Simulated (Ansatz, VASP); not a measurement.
## SnTe2: VASP beside Ansatz

POSCAR

```
SnTe2
1.0
    0.0000000000      3.7010376726      3.7010376726
    3.7010376726      0.0000000000      3.7010376726
    3.7010376726      3.7010376726      0.0000000000
Sn Te
1 2
Direct
    0.0000000000      0.0000000000      0.0000000000
    0.2500000000      0.2500000000      0.2500000000
    0.7500000000      0.7500000000      0.7500000000
```

File INCAR.step1:

```
ALGO = Normal
EDIFF = 1E-4
ENCUT = 520
GGA = PE
ISMEAR = -1
LASPH = True
LCHARG = False
LREAL = False
LWAVE = True
NBANDS = 20
NELM = 80
PREC = Accurate
SIGMA = 0.001
```

INCAR.step2

```
ALGO = Normal
EDIFF = 1E-6
ENCUT = 520
ISIF = 2
ISMEAR = -1
ISTART = 1
LASPH = True
LCHARG = False
LMIXTAU = True
LREAL = False
LWAVE = False
METAGGA = R2SCAN
NBANDS = 20
NELM = 80
PREC = Accurate
SIGMA = 0.001
```

KPOINTS

```
k-points
0
Gamma
  4 4 4
```

Input for Ansatz:

```yaml
crystal:
  lattice:
    - [0.0, 3.7010376726, 3.7010376726]
    - [3.7010376726, 0.0, 3.7010376726]
    - [3.7010376726, 3.7010376726, 0.0]
  atoms:
    - { symbol: Sn, position: [0.0, 0.0, 0.0] }
    - { symbol: Te, position: [0.25, 0.25, 0.25] }
    - { symbol: Te, position: [0.75, 0.75, 0.75] }
kpoints:
  mp_grid: { grid: [4, 4, 4] }
hamiltonian:
  xc: r2scan
scf:
  occupations: { method: fermi_dirac, width: 0.001 }
  n_extra_bands: 4
output:
  forces: true
  stress: true
  eigenvalues: true
```

Alike in both runs: task single point; functional r2SCAN; k mesh 4 × 4 × 4; occupations fermi-dirac, width 0.001 eV; no spin polarisation.

|  | VASP | Ansatz |
| --- | --- | --- |
| version | VASP 6.6.1 | Ansatz 0.2.0 |
| potentials or method | VASP PAW PBE potentials, release 64 (Sn_d, Te) | plane waves |
| plane-wave cutoff (eV) | 520 | 500 |
| valence electrons in the cell | 26 | 46 |

|  | VASP | Ansatz | Ansatz less VASP |
| --- | --- | --- | --- |
| pressure (GPa) | 0.5 | 0.5 | +0.01 |

VASP's potentials were made for PBE, not for r2SCAN. The functional is the same, so the differences come from potentials, cutoffs and numerics. VASP's potentials hold 26 valence electrons a cell and Ansatz's 46, so a difference there can come from the potentials and not from the codes.

The k mesh is coarse, so the values compare programs but aren't converged. Spin-orbit coupling is off throughout.
